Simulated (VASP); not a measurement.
Here is a VASP 6.6.1 calculation.

File INCAR:

```
SYSTEM = K8Zn9F24
PREC = Accurate
ENCUT = 520
EDIFF = 1E-7
ISMEAR = -1
SIGMA = 0.05
LREAL = Auto
LASPH = .True.
NELM = 100
ALGO = Normal
ISIF = 2
LWAVE = .False.
LCHARG = .True.
GGA = PS
LELF = .True.
LVHAR = .True.
ISYM = 0
NBANDS = 200
```

KPOINTS

```
Automatic mesh
0
Gamma
  1 1 1
  0.25 0.25 0.25
```

The input POSCAR:

```
K8Zn9F24
1.0
    8.1045260000      0.0000000000      0.0000000000
    0.0000000000      8.1045260000      0.0000000000
    0.0000000000      0.0000000000      8.1045260000
K Zn F
8 9 24
Direct
    0.9890840000      0.0000070000      0.9946950000
    0.9994050000      0.9975620000      0.4973990000
    0.9914170000      0.5101140000      0.9924220000
    0.0006890000      0.5127080000      0.4963750000
    0.4933050000      0.9977350000      0.9908530000
    0.5271150000      0.9538790000      0.5229150000
    0.4927800000      0.5135400000      0.9933790000
    0.5251620000      0.5586890000      0.5303060000
    0.1970060000      0.2533150000      0.2138420000
    0.2550590000      0.2557010000      0.7120610000
    0.2493100000      0.7545660000      0.2482510000
    0.2495110000      0.7562520000      0.7525890000
    0.7186860000      0.2568180000      0.2555110000
    0.7469450000      0.2555920000      0.7559880000
    0.7557840000      0.7544610000      0.2503930000
    0.7597160000      0.7559110000      0.7605420000
    0.3913360000      0.2580230000      0.4417820000
    0.2147550000      0.2536440000      0.9769460000
    0.2546700000      0.7556820000      0.0011990000
    0.2574090000      0.7545140000      0.4990180000
    0.7611780000      0.2540460000      0.0088690000
    0.6834110000      0.2548190000      0.5105440000
    0.7492350000      0.7569860000      0.0023260000
    0.7666480000      0.7537650000      0.5103470000
    0.9706510000      0.2539610000      0.2935040000
    0.9938860000      0.2564120000      0.7145580000
    0.0062270000      0.7551260000      0.2521500000
    0.0036910000      0.7556490000      0.7569320000
    0.4955690000      0.1157160000      0.2693840000
    0.5022860000      0.2565850000      0.7922440000
    0.4983470000      0.7556130000      0.2564530000
    0.5051010000      0.7575730000      0.7663430000
    0.2041190000      0.0103020000      0.2354080000
    0.2511520000      0.0013850000      0.7445460000
    0.2070660000      0.4973780000      0.2332490000
    0.2510870000      0.5105420000      0.7467730000
    0.7775690000      0.9959790000      0.2562550000
    0.7543170000      0.0049070000      0.7535010000
    0.7842790000      0.5141210000      0.2505040000
    0.7534350000      0.5065300000      0.7561800000
    0.5027120000      0.4025990000      0.2761960000
```

Potentials or basis: VASP PAW PBE potentials, release 64 (K_sv, Zn, F).

The run is started by

```console
$ cat potpaw_PBE.64/K_sv/POTCAR potpaw_PBE.64/Zn/POTCAR potpaw_PBE.64/F/POTCAR > POTCAR
$ mpirun -np 1 vasp_std > vasp.out
```

Q: Estimate the pressure.

A: 3.3 GPa.

Q: Estimate the largest force.

A: 0.135 eV/Å.

Q: Estimate the band gap on the k mesh.

A: 2.93 eV.

Stress tensor (GPa, compression positive):
```
3.09 0.10 1.24
0.10 4.44 0.10
1.24 0.10 2.51
```

Caveat: the PAW data sets were made with another functional, which shifts forces and pressure a little.
